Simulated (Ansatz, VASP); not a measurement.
# One calculation of C, two programs

File INCAR:

```
SYSTEM = C
  PREC = Accurate
  ENCUT = 520
  EDIFF = 1E-7
  ISMEAR = 0
  SIGMA = 0.05
  LREAL = .False.
  LASPH = .True.
  NELM = 60
  ALGO = Normal
  ISIF = 2
  LWAVE = .False.
  LCHARG = .False.
  GGA = PE
  NBANDS = 26
```

The input KPOINTS:

```
regular mesh
0
Gamma
  6 6 6
  0 0 0
```

POSCAR

```
C
1.0
    3.6418709200     -0.1657841204      0.1585434033
    0.1657841204     -3.5465998566     -0.0098114273
   -0.1585434033     -0.0098114273     -3.9501223390
C
8
Direct
    0.5106640108      0.0437665461     -0.0478171597
    0.0275016855      0.4268885719     -0.0677547741
   -0.0294658729     -0.0543378602      0.4626503962
    0.4519358441      0.4594641218      0.6011039610
    0.6591140978      0.7959583979      0.7777240815
    0.1855604335      0.2628009845      0.6673184949
    0.3316317912      0.7819591342      0.3025031790
    0.8630580100      0.2835001039      0.3042718211
```

Input for Ansatz:

```yaml
crystal:
  lattice:
    - [3.64187092, -0.1657841204, 0.1585434033]
    - [0.1657841204, -3.5465998566, -0.0098114273]
    - [-0.1585434033, -0.0098114273, -3.950122339]
  atoms:
    - { symbol: C, position: [0.5106640108, 0.0437665461, -0.0478171597] }
    - { symbol: C, position: [0.0275016855, 0.4268885719, -0.0677547741] }
    - { symbol: C, position: [-0.0294658729, -0.0543378602, 0.4626503962] }
    - { symbol: C, position: [0.4519358441, 0.4594641218, 0.601103961] }
    - { symbol: C, position: [0.6591140978, 0.7959583979, 0.7777240815] }
    - { symbol: C, position: [0.1855604335, 0.2628009845, 0.6673184949] }
    - { symbol: C, position: [0.3316317912, 0.7819591342, 0.302503179] }
    - { symbol: C, position: [0.86305801, 0.2835001039, 0.3042718211] }
basis:
  ecutwfc: 420
kpoints:
  mp_grid: { grid: [6, 6, 6] }
hamiltonian:
  xc: pbe
scf:
  occupations: { method: gaussian, width: 0.05 }
output:
  forces: true
  stress: true
  eigenvalues: true
  write_density: true
  write_potential: true
  elf: true
  volumetric_format: npy
```

Change from the starting cell: all atoms moved at random (sigma 0.22 Å a component), cell strained at random (sigma 0.05).

Alike in both runs: task single point; functional PBE; k mesh 6 × 6 × 6; occupations gaussian, width 0.05 eV; no spin polarisation.

|  | VASP | Ansatz |
| --- | --- | --- |
| version | VASP 6.6.1 | Ansatz 0.2.0 |
| potentials or method | VASP PAW PBE potentials, release 64 (C), cutoff 520 eV | scalar-relativistic, plane waves, PAW |
| valence electrons in the cell | 32 | 32 |

```tsv
	VASP	Ansatz	Ansatz less VASP
gap on the k mesh at the Fermi level (eV)	none	none	-
pressure (GPa)	29.6	29.1	-0.50
traceless stress, the component that is largest in VASP (GPa)	-36.71	-36.68	+0.031
rms of the force components (eV/Å)	6.185	6.153	-0.0322
```

Atom by atom the forces differ by 0.043 eV/Å (rms over components). A gap of «none» marks a metal or a gap that the smearing closes. Both programs put the cell under a high pressure, so it lies far from rest at this level.
